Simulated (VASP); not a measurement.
# TiSi6Mo in VASP: a series of runs, part 2 of 2

VASP 6.6.1. The steps go on from the part before.

### 4 Single point, PBE

This run uses another cell than the first one, of 14.17 Å³/atom.

Contents of INCAR:

```
  ALGO = Normal
  EDIFF = 1E-7
  ENCUT = 520
  GGA = PE
  ISIF = 2
  ISMEAR = 0
  LASPH = T
  LCHARG = F
  LREAL = F
  LWAVE = F
  NBANDS = 35
  NELM = 100
  PREC = Accurate
  SIGMA = 0.2
```

Contents of KPOINTS:

```
k-points
0
Gamma
  6 6 2
```

Contents of POSCAR:

```
TiSi6Mo
1.0
    3.3340454028      0.0002104639      0.0003018820
    0.0002103247      3.3338456153     -0.0000083883
    0.0008843062      0.0003230023     10.1955475698
Ti Si Mo
1 6 1
Direct
    0.0104421775      0.0013922565      0.0000041013
    0.5076195914      0.5010330280      0.8719252840
    0.5075475165      0.5010263347      0.1280806675
    0.0000440953     -0.0000001057      0.7526224038
    0.0000312433      0.0000249128      0.2473757215
    0.4931953770      0.4990918371      0.6265372857
    0.4933086643      0.4991070228      0.3734664868
   -0.0121886653      0.9983247140      0.4999880494
```

Run with:

```console
$ cat potpaw_PBE.64/Ti_sv/POTCAR potpaw_PBE.64/Si/POTCAR potpaw_PBE.64/Mo_sv/POTCAR > POTCAR
$ mpirun -np 1 vasp_std > vasp.out
```

It took 86 s on 1 thread of Intel Xeon 6975P-C (Granite Rapids), shared host; peak memory 0.32 GiB.

The run converged. Its results:

```
Free energy            : -52.2855 eV
Pressure               : 0.0 GPa
Largest force          : 0.016 eV/Å
Band gap on the k mesh : zero (bands 25 and 26 overlap by 2.21 eV)
```

Forces on the atoms (eV/Å):
```
Ti  -0.001  0.000  0.000
Si  -0.001  0.000 -0.014
Si  -0.001  0.000  0.014
Si   0.000  0.000  0.001
Si   0.000  0.000 -0.001
Si   0.000  0.000  0.016
Si  -0.002  0.000 -0.016
Mo   0.005  0.002  0.001
```

Stress tensor (GPa, compression positive):
```
-0.10 -0.01  0.00
-0.01 -0.09  0.00
 0.00  0.00  0.07
```

Levels at points of the mesh, in eV from the Fermi level:
```
           k point  band 22  band 23  band 24  band 25  band 26  band 27  band 28  band 29
(0.00, 0.00, 0.00)    -1.07    -0.87    -0.86    -0.23    -0.07     1.10     1.11     1.58
(0.50, 0.00, 0.00)    -1.26    -1.05     0.40     0.73     1.04     1.18     1.46     1.97
(0.00, 0.50, 0.00)    -1.26    -1.05     0.39     0.78     1.00     1.17     1.46     1.97
(0.50, 0.50, 0.00)    -3.43    -3.43    -3.01    -0.91     0.38     0.39     0.73     0.74
(0.00, 0.00, 0.50)    -0.99    -0.32    -0.31    -0.07     0.26     0.31     0.44     0.52
(0.50, 0.00, 0.50)    -1.23    -1.09     0.13     1.32     1.46     1.80     1.85     1.87
(0.00, 0.50, 0.50)    -1.23    -1.09     0.13     1.33     1.47     1.81     1.84     1.89
(0.50, 0.50, 0.50)    -3.39    -2.60    -2.09    -0.90    -0.88     0.29     0.30     0.80
```

### 5 Relaxation of cell and atoms, PBE

This run uses another cell than the first one, of 14.72 Å³/atom.

Contents of INCAR:

```
ALGO = Normal ; EDIFF = 1E-6
EDIFFG = -0.08 ; ENCUT = 600
GGA = PE ; IBRION = 2
ISIF = 3 ; ISMEAR = 0
LASPH = T ; LCHARG = F
LREAL = F ; LWAVE = F
NELM = 100 ; NSW = 36
PREC = Accurate ; SIGMA = 0.2
```

Contents of KPOINTS:

```
k-points
0
Gamma
  5 5 2
```

Contents of POSCAR:

```
TiSi6Mo
1.0
    3.2000000000      0.0000000000      0.0000000000
    0.0000000000      3.2000000000      0.0000000000
    0.0000000000      0.0000000000     11.5000000000
Ti Si Mo
1 6 1
Direct
    0.0000000000      0.0000000000      0.0000000000
    0.5000000000      0.5000000000      0.8750000000
    0.5000000000      0.5000000000      0.1250000000
    0.0000000000      0.0000000000      0.7500000000
    0.0000000000      0.0000000000      0.2500000000
    0.5000000000      0.5000000000      0.6250000000
    0.5000000000      0.5000000000      0.3750000000
    0.0000000000      0.0000000000      0.5000000000
```

Run with:

```console
$ cat potpaw_PBE.64/Ti_sv/POTCAR potpaw_PBE.64/Si/POTCAR potpaw_PBE.64/Mo_sv/POTCAR > POTCAR
$ mpirun -np 1 vasp_std > vasp.out
```

Wall time 3.5 min (1 thread of Intel Xeon 6975P-C (Granite Rapids), shared host); peak memory 0.3 GiB.

Results (log left out):

```yaml
Free_energy: -52.1915 eV
Relaxed_volume: 14.21 Å³/atom
Relaxed_cell: a = 3.350 Å, b = 3.350 Å, c = 10.131 Å, α = 90.00°, β = 90.00°, γ = 90.00°
Space_group_after_relaxing_to_0.1_Å: P4/mmm (No. 123)
Energy_gained_by_relaxing: 170.3 meV/atom
Ionic_steps: 9
Pressure_after_relaxing: 0.1 GPa
Largest_force_after_relaxing: 0.056 eV/Å
Band_gap_on_the_k_mesh: zero (bands 25 and 26 overlap by 1.77 eV)
```

Forces on the atoms (eV/Å):
```
Ti   0.000  0.000  0.000
Si   0.000  0.000 -0.056
Si   0.000  0.000  0.056
Si   0.000  0.000 -0.003
Si   0.000  0.000  0.003
Si   0.000  0.000 -0.041
Si   0.000  0.000  0.041
Mo   0.000  0.000  0.000
```

Stress tensor (GPa, compression positive):
```
 0.16  0.00  0.00
 0.00  0.16  0.00
 0.00  0.00 -0.03
```

Step by step:
| step | energy change (eV) | largest force (eV/Å) | pressure (GPa) | volume (Å³) |
| --- | --- | --- | --- | --- |
| 1 | 0.0000 | 0.2984 | -6.10 | 117.76 |
| 2 | -0.9834 | 0.6583 | 6.91 | 108.07 |
| 3 | -0.9865 | 0.6963 | 7.79 | 107.61 |
| 4 | -1.2873 | 0.4865 | 2.03 | 113.38 |
| 5 | -1.3093 | 0.5036 | 2.77 | 112.31 |
| 6 | -1.3367 | 0.1905 | -2.68 | 115.94 |
| 7 | -1.3495 | 0.2412 | -0.82 | 114.61 |
| 8 | -1.3610 | 0.1183 | -0.25 | 114.02 |
| 9 | -1.3627 | 0.0557 | 0.10 | 113.69 |

Final structure:
```
Ti Si Mo
1.0
     3.34996    0.00000    0.00000
     0.00000    3.34996    0.00000
     0.00000    0.00000   10.13073
Ti Si Mo
1 6 1
Direct
  0.00000 0.00000 0.00000
  0.50000 0.50000 0.87125
  0.50000 0.50000 0.12875
  0.00000 0.00000 0.75327
  0.00000 0.00000 0.24673
  0.50000 0.50000 0.62763
  0.50000 0.50000 0.37237
  0.00000 0.00000 0.50000
```

Levels at points of the mesh, in eV from the Fermi level:
| k point | band 23 | band 24 | band 25 | band 26 | band 27 | band 28 |
| --- | --- | --- | --- | --- | --- | --- |
| (0.00, 0.00, 0.00) | -0.86 | -0.86 | -0.26 | -0.11 | 1.12 | 1.12 |
| (0.00, 0.00, 0.50) | -0.32 | -0.32 | -0.11 | 0.33 | 0.33 | 0.50 |

Caveat: the k points lie up to 0.38 Å⁻¹ apart in the final cell, too coarse for converged energies and pressures of a metal; the relaxation stopped at a loose force limit of 0.08 eV/Å, so its end isn't a converged minimum.

### 6 Single point, PBE

This run uses another cell than the first one, of 14.15 Å³/atom.

Contents of INCAR:

```
ALGO     = Normal         # electronic algorithm
EDIFF    = 1E-7           # SCF threshold, eV
ENCUT    = 520            # plane-wave cutoff, eV
GGA      = PE             # functional
ISIF     = 2              # what is computed and relaxed
ISMEAR   = 0              # smearing method
LASPH    = T              # aspherical terms in the spheres
LCHARG   = F              # write CHGCAR
LREAL    = F              # projectors in reciprocal space
LWAVE    = F              # write WAVECAR
NBANDS   = 35             # bands
NELM     = 80             # most SCF steps
PREC     = Accurate       # precision mode
SIGMA    = 0.1            # smearing width, eV
```

Contents of KPOINTS:

```
k-points
0
Gamma
  10 10 4
```

Contents of POSCAR:

```
TiSi6Mo
1.0
    3.3278494512      0.0000000000      0.0000000000
    0.0000000000      3.3278494512      0.0000000000
    0.0000000000      0.0000000000     10.2187653602
Ti Si Mo
1 6 1
Direct
    0.0000000000      0.0000000000      0.0000000000
    0.5000000000      0.5000000000      0.8712509237
    0.5000000000      0.5000000000      0.1287490763
    0.0000000000      0.0000000000      0.7522428281
    0.0000000000      0.0000000000      0.2477571719
    0.5000000000      0.5000000000      0.6264414380
    0.5000000000      0.5000000000      0.3735585620
    0.0000000000      0.0000000000      0.5000000000
```

Potentials or basis: VASP PAW PBE potentials, release 64 (Ti_sv, Si, Mo_sv).

Run with:

```console
$ cat potpaw_PBE.64/Ti_sv/POTCAR potpaw_PBE.64/Si/POTCAR potpaw_PBE.64/Mo_sv/POTCAR > POTCAR
$ mpirun -np 1 vasp_std > vasp.out
```

It took 2.6 min on 1 thread of Intel Xeon 6975P-C (Granite Rapids), shared host; peak memory 0.39 GiB.

Results (log left out):

```
Free energy            : -52.2617 eV
Pressure               : 0.0 GPa
Largest force          : 0.015 eV/Å
Band gap on the k mesh : zero (bands 25 and 26 overlap by 2.24 eV)
```

Forces on the atoms (eV/Å):
```
Ti   0.000  0.000  0.000
Si   0.000  0.000  0.000
Si   0.000  0.000  0.000
Si   0.000  0.000  0.001
Si   0.000  0.000 -0.001
Si   0.000  0.000  0.015
Si   0.000  0.000 -0.015
Mo   0.000  0.000  0.000
```

Levels at points of the mesh, in eV from the Fermi level:
```
           k point  band 23  band 24  band 25  band 26  band 27  band 28
(0.00, 0.00, 0.00)    -0.89    -0.89    -0.27    -0.08     1.12     1.12
(0.50, 0.00, 0.00)    -1.04     0.39     0.74     0.98     1.17     1.47
(0.50, 0.50, 0.00)    -3.45    -3.05    -0.93     0.32     0.32     0.72
(0.00, 0.00, 0.50)    -0.32    -0.32    -0.08     0.29     0.29     0.41
(0.50, 0.00, 0.50)    -1.08     0.14     1.32     1.45     1.80     1.84
(0.50, 0.50, 0.50)    -2.62    -2.10    -0.93    -0.93     0.26     0.26
```

### 7 Summary

```csv
task,cell,k mesh,cutoff (eV),smearing,gap on the mesh (eV),pressure (GPa),largest force (eV/Å)
single point,"a = 3.352, b = 3.352, c = 10.128 Å, 8 atoms, atomic positions A",5 × 5 × 2,520,gaussian 0.2 eV,none,0.0,0.03
single point,"a = 3.328, b = 3.328, c = 10.219 Å, 8 atoms, atomic positions A",6 × 6 × 2,520,gaussian 0.2 eV,none,0.0,0.05
single point,"a = 3.334, b = 3.334, c = 10.196 Å, 8 atoms, atomic positions B",6 × 6 × 2,520,gaussian 0.2 eV,none,0.0,0.02
relaxation of cell and atoms,"relaxed from a = 3.200, b = 3.200, c = 11.500 Å, 8 atoms, atomic positions C",5 × 5 × 2,600,gaussian 0.2 eV,none,0.1,0.06
single point,"a = 3.328, b = 3.328, c = 10.219 Å, 8 atoms, atomic positions A",10 × 10 × 4,520,gaussian 0.1 eV,none,0.0,0.01
```

Alike in all rows: level PBE; potentials or basis VASP PAW PBE potentials, release 64 (Ti_sv, Si, Mo_sv); no spin polarisation.

Caveats: some runs use coarse meshes; the relaxation stopped at a loose force limit of 0.08 eV/Å, so its end isn't a converged minimum (at least some runs).

Total energies depend on the potentials used, so only differences within one code and one set of settings carry meaning.
